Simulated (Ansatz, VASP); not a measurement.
Two plane-wave programs on V3F

```
V F
1.0
     0.00000    2.95472    2.95472
     2.95472    0.00000    2.95472
     2.95472    2.95472    0.00000
V F
3 1
Direct
  0.50000 0.50000 0.50000
  0.25000 0.25000 0.25000
  0.75000 0.75000 0.75000
  0.00000 0.00000 0.00000
```

Change from the starting cell: species swapped into the GdMg3 type (Fm-3m, No. 225).

Alike in both runs: functional PBE; k mesh 14 × 14 × 14; occupations gaussian, width 0.1 eV; no spin polarisation.

Ansatz relaxed the structure, and its values are those at the end. VASP's run is a single point on that final structure, the one shown.

|  | VASP | Ansatz |
| --- | --- | --- |
| version | VASP 6.6.1 | Ansatz 0.2.0 |
| potentials or method | VASP PAW PBE potentials, release 64 (V_sv, F), cutoff 520 eV | scalar-relativistic, plane waves, PAW |
| valence electrons in the cell | 46 | 46 |

```tsv
	VASP	Ansatz	Ansatz less VASP
gap on the k mesh at the Fermi level (eV)	none	none	-
pressure (GPa)	0.1	0.0	-0.07
```

A gap of «none» marks a metal or a gap that the smearing closes.
